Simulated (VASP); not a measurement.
# InSb (P6_3/mmc) in VASP: notebook

InSb is run at these levels: PBE, r2SCAN; tasks: single point.

Everything below comes from runs of VASP 6.6.1. Logs are shortened: lines on timing, memory, paths and dates and some standing lists are left out, and cuts for length are marked.

### Step 1. The cell of the first run

It takes space group P6_3/mmc (No. 194, hexagonal). The conventional cell has a = 5.030 Å, b = 5.030 Å, c = 6.206 Å, α = 90.00°, β = 90.00°, γ = 120.00°. In (site symmetry -6m2) has 5 Sb at 2.90 to 3.10 Å within 3.8 Å. Sb (site symmetry -6m2) has 5 In at 2.90 to 3.10 Å within 3.8 Å.

### Step 2. Single point, PBE

The input, INCAR:

```
SYSTEM = InSb
  PREC = Accurate
  ENCUT = 520
  EDIFF = 1E-6
  ISMEAR = -1
  SIGMA = 0.02
  LREAL = .False.
  LASPH = .True.
  NELM = 60
  ALGO = Normal
  ISIF = 2
  LWAVE = .False.
  LCHARG = .False.
  GGA = PE
  NBANDS = 26
```

The input, KPOINTS:

```
Automatic mesh
0
Gamma
  6 6 4
  0 0 0
```

The input, POSCAR:

```
InSb
1.0
    5.0295613806      0.0000000000      0.0000000000
   -2.5147806903      4.3557279254      0.0000000000
    0.0000000000      0.0000000000      6.2057925192
In Sb
2 2
Direct
    0.3333333333      0.6666666667      0.2500000000
    0.6666666667      0.3333333333      0.7500000000
    0.6666666667      0.3333333333      0.2500000000
    0.3333333333      0.6666666667      0.7500000000
```

Potentials or basis: VASP PAW PBE potentials, release 64 (In_d, Sb).

The run is started by

```bash
> cat potpaw_PBE.64/In_d/POTCAR potpaw_PBE.64/Sb/POTCAR > POTCAR
> mpirun -np 1 vasp_std > vasp.out
```

OUTCAR:

```text
SYSTEM = InSb
   PREC = Accurate
   ENCUT = 520
   EDIFF = 1E-6
   ISMEAR = -1
   LREAL = .False.
   LASPH = .True.
   NELM = 60
   ISIF = 2
   GGA = PE

 ion  position               nearest neighbor table
   1  0.333  0.667  0.250-   3 2.90   3 2.90   3 2.90   4 3.10   4 3.10
   2  0.667  0.333  0.750-   4 2.90   4 2.90   4 2.90   3 3.10   3 3.10
   3  0.667  0.333  0.250-   1 2.90   1 2.90   1 2.90   2 3.10   2 3.10
   4  0.333  0.667  0.750-   2 2.90   2 2.90   2 2.90   1 3.10   1 3.10

  LATTYP: Found a hexagonal cell.
 ALAT       =     5.0295613806
 C/A-ratio  =     1.2338635618

  Lattice vectors:

 A1 = (   5.0295613806,   0.0000000000,   0.0000000000)
 A2 = (  -2.5147806903,   4.3557279254,   0.0000000000)
 A3 = (   0.0000000000,   0.0000000000,   6.2057925192)

Analysis of symmetry for initial positions (statically):
=====================================================================
 Subroutine PRICEL returns:
 Original cell was already a primitive cell.

 Routine SETGRP: Setting up the symmetry group for a
 hexagonal supercell.

 Subroutine GETGRP returns: Found 24 space group operations
 (whereof 12 operations were pure point group operations)
 out of a pool of 24 trial point group operations.

The static configuration has the point symmetry D_3d.
 The point group associated with its full space group is D_6h.

Analysis of symmetry for dynamics (positions and initial velocities):
=====================================================================
 Subroutine PRICEL returns:
 Original cell was already a primitive cell.

 Routine SETGRP: Setting up the symmetry group for a
 hexagonal supercell.

 Subroutine GETGRP returns: Found 24 space group operations
 (whereof 12 operations were pure point group operations)
 out of a pool of 24 trial point group operations.

The dynamic configuration has the point symmetry D_3d.
 The point group associated with its full space group is D_6h.

 Subroutine INISYM returns: Found 24 space group operations
 (whereof 12 operations are pure point group operations),
 and found     1 'primitive' translations

----------------------------------------------------------------------------------------

                                     Primitive cell

  volume of cell :     135.9528

  direct lattice vectors                    reciprocal lattice vectors
     5.029561381  0.000000000  0.000000000     0.198824495  0.114791376  0.000000000
    -2.514780690  4.355727925  0.000000000     0.000000000  0.229582751  0.000000000
     0.000000000  0.000000000  6.205792519     0.000000000  0.000000000  0.161139773

  length of vectors
     5.029561381  5.029561381  6.205792519     0.229582751  0.229582751  0.161139773

  position of ions in fractional coordinates (direct lattice)
     0.333333333  0.666666667  0.250000000
     0.666666667  0.333333333  0.750000000
     0.666666667  0.333333333  0.250000000
     0.333333333  0.666666667  0.750000000

  ion indices of the primitive-cell ions
   primitive index   ion index
                 1           1
                 2           2
                 3           3
                 4           4

----------------------------------------------------------------------------------------

 KPOINTS: Automatic mesh

Automatic generation of k-mesh.
 Grid dimensions read from file:
 generate k-points for:    6    6    4

 Generating k-lattice:

  Cartesian coordinates                     Fractional coordinates (reciprocal lattice)
     0.033137416  0.019131896  0.000000000     0.166666667  0.000000000  0.000000000
     0.000000000  0.038263792  0.000000000     0.000000000  0.166666667  0.000000000
     0.000000000  0.000000000  0.040284943     0.000000000  0.000000000  0.250000000

  Length of vectors
     0.038263792  0.038263792  0.040284943

  Shift w.r.t. Gamma in fractional coordinates (k-lattice)
     0.000000000  0.000000000  0.000000000

 Subroutine IBZKPT returns following result:
 ===========================================

 Found     21 irreducible k-points:

 Following reciprocal coordinates:
            Coordinates               Weight
  0.000000  0.000000  0.000000      1.000000
  0.166667  0.000000  0.000000      6.000000
  0.333333 -0.000000  0.000000      6.000000
  0.500000 -0.000000  0.000000      3.000000
  0.166667  0.166667  0.000000      6.000000
  0.333333  0.166667  0.000000     12.000000
[... 13 lines left out ...]
  0.333333  0.166667  0.500000     12.000000
  0.333333  0.333333  0.500000      2.000000
   k-points           NKPTS =     21   k-points in BZ     NKDIM =     21   number of bands    NBANDS=     26
   number of dos      NEDOS =    301   number of ions     NIONS =      4
   total plane-waves  NPLWV =  76800
   dimension x,y,z NGX =    40 NGY =   40 NGZ =   48
   dimension x,y,z NGXF=    80 NGYF=   80 NGZF=   96
   ions per type =               2   2
   NGX,Y,Z   is equivalent  to a cutoff of  13.22, 13.22, 12.86 a.u.
[... 63 lines left out ...]
 fundamental gap:      0.0384967288
 Fermi energy:         5.0921554908

 k-point     1 :       0.0000    0.0000    0.0000
  band No.  band energies     occupation
      1      -9.5293      2.00000
      2      -9.4268      2.00000
      3      -9.4268      2.00000
      4      -9.4260      2.00000
      5      -9.4260      2.00000
      6      -9.4115      2.00000
[... 18 lines left out ...]
     25       9.9761      0.00000
     26      11.0240      0.00000

 k-point     2 :       0.1667    0.0000    0.0000
  band No.  band energies     occupation
      1      -9.5264      2.00000
      2      -9.4366      2.00000
      3      -9.4242      2.00000
      4      -9.4219      2.00000
      5      -9.4192      2.00000
      6      -9.4078      2.00000
[... 18 lines left out ...]
     25      10.5606      0.00000
     26      10.6524      0.00000

 k-point     3 :       0.3333   -0.0000    0.0000
  band No.  band energies     occupation
      1      -9.5196      2.00000
      2      -9.4554      2.00000
      3      -9.4166      2.00000
      4      -9.4124      2.00000
      5      -9.4077      2.00000
      6      -9.4038      2.00000
[... 18 lines left out ...]
     25      10.7471      0.00000
     26      11.6455      0.00000

 k-point     4 :       0.5000   -0.0000    0.0000
  band No.  band energies     occupation
      1      -9.5148      2.00000
      2      -9.4657      2.00000
      3      -9.4126      2.00000
      4      -9.4073      2.00000
      5      -9.4025      2.00000
      6      -9.4022      2.00000
[... 18 lines left out ...]
     25      11.1429      0.00000
     26      12.1083      0.00000

 k-point     5 :       0.1667    0.1667    0.0000
  band No.  band energies     occupation
      1      -9.5207      2.00000
      2      -9.4521      2.00000
      3      -9.4181      2.00000
      4      -9.4145      2.00000
      5      -9.4106      2.00000
      6      -9.4048      2.00000
[... 18 lines left out ...]
     25      10.8365      0.00000
     26      11.5188      0.00000

 k-point     6 :       0.3333    0.1667    0.0000
  band No.  band energies     occupation
      1      -9.5107      2.00000
      2      -9.4705      2.00000
      3      -9.4137      2.00000
      4      -9.4063      2.00000
      5      -9.4028      2.00000
      6      -9.4012      2.00000
[... 340 lines left out ...]
 k-point    18 :       0.5000   -0.0000    0.5000
  band No.  band energies     occupation
      1      -9.4585      2.00000
      2      -9.4585      2.00000
      3      -9.4308      2.00000
      4      -9.4308      2.00000
      5      -9.4114      2.00000
      6      -9.4114      2.00000
[... 18 lines left out ...]
     25      11.2752      0.00000
     26      11.2752      0.00000

 k-point    19 :       0.1667    0.1667    0.5000
  band No.  band energies     occupation
      1      -9.4603      2.00000
      2      -9.4603      2.00000
      3      -9.4301      2.00000
      4      -9.4301      2.00000
      5      -9.4195      2.00000
      6      -9.4195      2.00000
[... 18 lines left out ...]
     25      10.0899      0.00000
     26      10.0899      0.00000

 k-point    20 :       0.3333    0.1667    0.5000
  band No.  band energies     occupation
      1      -9.4558      2.00000
      2      -9.4558      2.00000
      3      -9.4334      2.00000
      4      -9.4334      2.00000
      5      -9.4109      2.00000
      6      -9.4109      2.00000
[... 18 lines left out ...]
     25      11.4042      0.00000
     26      11.4042      0.00000

 k-point    21 :       0.3333    0.3333    0.5000
  band No.  band energies     occupation
      1      -9.4487      2.00000
      2      -9.4487      2.00000
      3      -9.4403      2.00000
      4      -9.4403      2.00000
      5      -9.4073      2.00000
      6      -9.4073      2.00000
[... 18 lines left out ...]
     25      10.2805      0.00000
     26      10.2805      0.00000

------------------------ aborting loop because EDIFF is reached ----------------------------------------

  FORCE on cell =-STRESS in cart. coord.  units (eV):
  Direction    XX          YY          ZZ          XY          YZ          ZX
  --------------------------------------------------------------------------------------
  -------------------------------------------------------------------------------------
  Total        1.3317757      1.3317757      0.6644796      0.0000000     -0.0000000      0.0000000
  in kB       15.6947196     15.6947196      7.8307633      0.0000000     -0.0000000      0.0000000
  external PRESSURE =      13.0734009 kB  Pullay stress =       0.0000000 kB

 VOLUME and BASIS-vectors are now :
 -----------------------------------------------------------------------------
  energy-cutoff  :      520.00
  volume of cell :      135.95
      direct lattice vectors                 reciprocal lattice vectors
     5.029561381  0.000000000  0.000000000     0.198824495  0.114791376  0.000000000
    -2.514780690  4.355727925  0.000000000     0.000000000  0.229582751  0.000000000
     0.000000000  0.000000000  6.205792519     0.000000000  0.000000000  0.161139773

 POSITION                                       TOTAL-FORCE (eV/Angst)
 -----------------------------------------------------------------------------------
     -0.00000      2.90382      1.55145         0.000000      0.000000      0.000000
      2.51478      1.45191      4.65434        -0.000000     -0.000000      0.000000
      2.51478      1.45191      1.55145         0.000000      0.000000      0.000000
     -0.00000      2.90382      4.65434        -0.000000      0.000000      0.000000
 -----------------------------------------------------------------------------------
    total drift:                                0.000000     -0.000000      0.000000

  FREE ENERGIE OF THE ION-ELECTRON SYSTEM (eV)
  ---------------------------------------------------
  free  energy   TOTEN  =       -13.0718998492 eV

  energy  without entropy=      -13.0656829330  energy(sigma->0) =      -13.06879139
```

Run time: 1.9 min. Hardware: 1 thread of Intel Xeon 8259CL, shared host; peak memory 0.29 GiB.

What came out:

```
Free energy            : -13.0719 eV
Pressure               : 1.3 GPa
Band gap on the k mesh : zero (bands 18 and 19 overlap by 1.14 eV)
```

Caveat: spin-orbit coupling is left out, which moves the levels of the heavy elements.

### Step 3. Single point, PBE

This run uses another cell than the first one, of 35.17 Å³/atom.

The input, INCAR:

```
SYSTEM = InSb
PREC = Accurate
ENCUT = 520
EDIFF = 1E-7
ISMEAR = -1
SIGMA = 0.02
LREAL = .False.
LASPH = .True.
NELM = 60
ALGO = Normal
ISIF = 2
LWAVE = .False.
LCHARG = .True.
GGA = PE
LELF = .True.
LVHAR = .True.
NBANDS = 26
```

KPOINTS is that of step 2.

The input, POSCAR:

```
InSb
1.0
    5.1088967595      0.0000000000      0.0000000000
   -2.5544483798      4.4244343790      0.0000000000
    0.0000000000      0.0000000000      6.2237853206
In Sb
2 2
Direct
    0.3333333333      0.6666666667      0.2500000000
    0.6666666667      0.3333333333      0.7500000000
    0.6666666667      0.3333333333      0.2500000000
    0.3333333333      0.6666666667      0.7500000000
```

Potentials or basis: VASP PAW PBE potentials, release 64 (In_d, Sb).

The run is started by

```bash
> cat potpaw_PBE.64/In_d/POTCAR potpaw_PBE.64/Sb/POTCAR > POTCAR
> mpirun -np 1 vasp_std > vasp.out
```

Run time: 2.4 min. Hardware: 1 thread of Intel Xeon 8259CL, shared host; peak memory 0.29 GiB.

It converged, with:

```yaml
Free_energy: -13.0937 eV
Pressure: 0.0 GPa
Band_gap_on_the_k_mesh: zero (bands 18 and 19 overlap by 1.16 eV)
```

Levels at points of the mesh, in eV from the Fermi level:
| k point | band 15 | band 16 | band 17 | band 18 | band 19 | band 20 | band 21 | band 22 |
| --- | --- | --- | --- | --- | --- | --- | --- | --- |
| (0.00, 0.00, 0.00) | -1.97 | -1.97 | -0.72 | -0.18 | -0.18 | -0.01 | 2.22 | 2.22 |
| (0.50, 0.00, 0.00) | -2.92 | -2.85 | -1.77 | -0.79 | -0.62 | 1.96 | 4.70 | 4.71 |
| (0.00, 0.00, 0.50) | -1.18 | -1.18 | -1.18 | -1.18 | 0.40 | 0.40 | 2.80 | 2.80 |
| (0.50, 0.00, 0.50) | -2.00 | -2.00 | -0.34 | -0.34 | 1.43 | 1.43 | 2.76 | 2.76 |

Caveat: spin-orbit coupling is left out, which moves the levels of the heavy elements.

### Step 4. Single point, r2SCAN

The input, POSCAR:

```
InSb
1.0
    5.0295613806      0.0000000000      0.0000000000
   -2.5147806903      4.3557279254      0.0000000000
    0.0000000000      0.0000000000      6.2057925192
In Sb
2 2
Direct
    0.3333333333      0.6666666667      0.2500000000
    0.6666666667      0.3333333333      0.7500000000
    0.6666666667      0.3333333333      0.2500000000
    0.3333333333      0.6666666667      0.7500000000
```

The input, INCAR.step1:

```
SYSTEM = InSb
PREC = Accurate
ENCUT = 520
ISMEAR = -1
SIGMA = 0.02
LREAL = .False.
LASPH = .True.
NELM = 100
NBANDS = 26
GGA = PE
ALGO = Normal
EDIFF = 1E-4
LWAVE = .True.
LCHARG = .False.
```

The input, INCAR.step2:

```
SYSTEM = InSb
PREC = Accurate
ENCUT = 520
EDIFF = 1E-6
ISMEAR = -1
SIGMA = 0.02
LREAL = .False.
LASPH = .True.
NELM = 100
ALGO = Normal
ISIF = 2
LWAVE = .False.
LCHARG = .False.
METAGGA = R2SCAN
LMIXTAU = .True.
NBANDS = 26
ISTART = 1
```

KPOINTS is that of step 3.

The run is started by

```bash
> cat potpaw_PBE.64/In_d/POTCAR potpaw_PBE.64/Sb/POTCAR > POTCAR
> cp INCAR.step1 INCAR
> mpirun -np 1 vasp_std > vasp.out
> cp INCAR.step2 INCAR
> mpirun -np 1 vasp_std > vasp.out
```

Run time: 7.1 min. Hardware: 1 thread of Intel Xeon 8259CL, shared host; peak memory 0.33 GiB.

The run converged. Its results:

| Quantity | Value |
| --- | --- |
| Free energy | -96.4928 eV |
| Pressure | 0.2 GPa |
| Band gap on the k mesh | zero (bands 18 and 19 overlap by 1.10 eV) |

Levels at points of the mesh, in eV from the Fermi level:
```
           k point  band 15  band 16  band 17  band 18  band 19  band 20  band 21  band 22
(0.00, 0.00, 0.00)    -2.16    -2.16    -0.29    -0.29    -0.16     0.01     2.37     2.37
(0.50, 0.00, 0.00)    -3.18    -3.13    -1.92    -1.00    -0.58     2.25     4.88     5.31
(0.00, 0.00, 0.50)    -1.32    -1.32    -1.32    -1.32     0.38     0.38     2.99     2.99
(0.50, 0.00, 0.50)    -2.25    -2.25    -0.39    -0.39     1.52     1.52     2.99     2.99
```

Caveat: the PAW data sets were made with another functional, which shifts forces and pressure a little; spin-orbit coupling is left out, which moves the levels of the heavy elements.

### Step 5. Single point, r2SCAN

POSCAR is that of step 4.

The input, INCAR.step1:

```
ALGO     = Normal         # electronic algorithm
EDIFF    = 1E-4           # SCF threshold, eV
ENCUT    = 520            # plane-wave cutoff, eV
GGA      = PE             # functional
ISMEAR   = -1             # smearing method
LASPH    = T              # aspherical terms in the spheres
LCHARG   = F              # write CHGCAR
LREAL    = F              # projectors in reciprocal space
LWAVE    = T              # write WAVECAR
NBANDS   = 26             # bands
NELM     = 80             # most SCF steps
PREC     = Accurate       # precision mode
SIGMA    = 0.02           # smearing width, eV
```

The input, INCAR.step2:

```
ALGO     = Normal         # electronic algorithm
EDIFF    = 1E-6           # SCF threshold, eV
ENCUT    = 520            # plane-wave cutoff, eV
ISIF     = 2              # what is computed and relaxed
ISMEAR   = -1             # smearing method
ISTART   = 1            
LASPH    = T              # aspherical terms in the spheres
LCHARG   = F              # write CHGCAR
LMIXTAU  = T            
LREAL    = F              # projectors in reciprocal space
LWAVE    = F              # write WAVECAR
METAGGA  = R2SCAN         # meta-GGA
NBANDS   = 26             # bands
NELM     = 80             # most SCF steps
PREC     = Accurate       # precision mode
SIGMA    = 0.02           # smearing width, eV
```

The input, KPOINTS:

```
k-points
0
Gamma
  6 6 4
```

The run is started by

```bash
> cat potpaw_PBE.64/In_d/POTCAR potpaw_PBE.64/Sb/POTCAR > POTCAR
> cp INCAR.step1 INCAR
> mpirun -np 1 vasp_std > vasp.out
> cp INCAR.step2 INCAR
> mpirun -np 1 vasp_std > vasp.out
```

Run time: 7.6 min. Hardware: 1 thread of Intel Xeon 8259CL, shared host; peak memory 0.33 GiB.

It converged, with:

```
Free energy            : -96.4928 eV
Pressure               : 0.2 GPa
Band gap on the k mesh : zero (bands 18 and 19 overlap by 1.10 eV)
```

Levels at points of the mesh, in eV from the Fermi level:
| k point | band 16 | band 17 | band 18 | band 19 | band 20 | band 21 |
| --- | --- | --- | --- | --- | --- | --- |
| (0.00, 0.00, 0.00) | -2.16 | -0.29 | -0.29 | -0.16 | 0.01 | 2.37 |
| (0.50, 0.00, 0.00) | -3.13 | -1.92 | -1.00 | -0.58 | 2.25 | 4.88 |
| (0.00, 0.00, 0.50) | -1.32 | -1.32 | -1.32 | 0.38 | 0.38 | 2.99 |
| (0.50, 0.00, 0.50) | -2.25 | -0.39 | -0.39 | 1.52 | 1.52 | 2.99 |

Caveat: the PAW data sets were made with another functional, which shifts forces and pressure a little; spin-orbit coupling is left out, which moves the levels of the heavy elements.

### Step 6. Summary

| level | cell | gap on the mesh (eV) | pressure (GPa) |
| --- | --- | --- | --- |
| PBE | a = 5.030, b = 5.030, c = 6.206 Å, angles 90.0, 90.0, 120.0°, 4 atoms | none | 1.3 |
| PBE | a = 5.109, b = 5.109, c = 6.224 Å, angles 90.0, 90.0, 120.0°, 4 atoms | none | 0.0 |
| r2SCAN | a = 5.030, b = 5.030, c = 6.206 Å, angles 90.0, 90.0, 120.0°, 4 atoms | none | 0.2 |

Alike in all rows: task single point; potentials or basis VASP PAW PBE potentials, release 64 (In_d, Sb); no spin polarisation; k mesh 6 × 6 × 4; cutoff (eV) 520; smearing fermi-dirac 0.02 eV.

Caveats: spin-orbit coupling is left out, which moves the levels of the heavy elements; the PAW data sets were made with another functional, which shifts forces and pressure a little (at least some runs).

Absolute energies hang on the potentials; compare differences alone.
